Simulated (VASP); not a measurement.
Set up this calculation in VASP 6.6.1, as the native input.

| Quantity | Value |
| --- | --- |
| Task | single point |
| Functional | PBEsol |
| Potentials or basis | VASP PAW PBE potentials, release 64 (Ti_sv) |
| Cutoff | 520 eV |
| k mesh | 10 × 10 × 6 |
| Occupations | fermi-dirac, width 0.05 eV |
| Spin | no spin polarisation |
| Dipole correction | no |
| Further INCAR settings | ALGO = Normal; EDIFF = 1e-07; NBANDS = 19 |

The structure of Ti lies in POSCAR:

```
Ti
1.0
    2.9042717749      0.0000000000      0.0000000000
   -1.4521358874      2.5151731365      0.0000000000
    0.0000000000      0.0000000000      4.5794887074
Ti
2
Direct
    0.6666666667      0.3333333333      0.7500000000
    0.3333333333      0.6666666667      0.2500000000
```

These files were run (other wordings do the same):

INCAR

```
SYSTEM = Ti
PREC = Accurate
ENCUT = 520
EDIFF = 1E-7
ISMEAR = -1
SIGMA = 0.05
LREAL = .False.
LASPH = .True.
NELM = 60
ALGO = Normal
ISIF = 2
LWAVE = .False.
LCHARG = .True.
GGA = PS
LELF = .True.
LVHAR = .True.
NBANDS = 19
```

KPOINTS

```
Automatic mesh
0
Gamma
  10 10 6
  0 0 0
```

Potentials or basis: VASP PAW PBE potentials, release 64 (Ti_sv).

Launch:

```bash
$ cat potpaw_PBE.64/Ti_sv/POTCAR > POTCAR
$ mpirun -np 1 vasp_std > vasp.out
```

Results of the run:

```yaml
Pressure: -0.3 GPa
Band_gap_on_the_k_mesh: zero (band 12 reaches 9.40 eV, above the bottom of band 13 at 8.41 eV)
```

Caveat: the PAW data sets were made with another functional, which shifts forces and pressure a little.

Run time: 34 s on 1 thread of Intel(R) Xeon(R) Platinum 8259CL CPU @ 2.50GHz (Skylake/Cascade Lake), with other jobs on the host, peak memory 0.17 GiB.
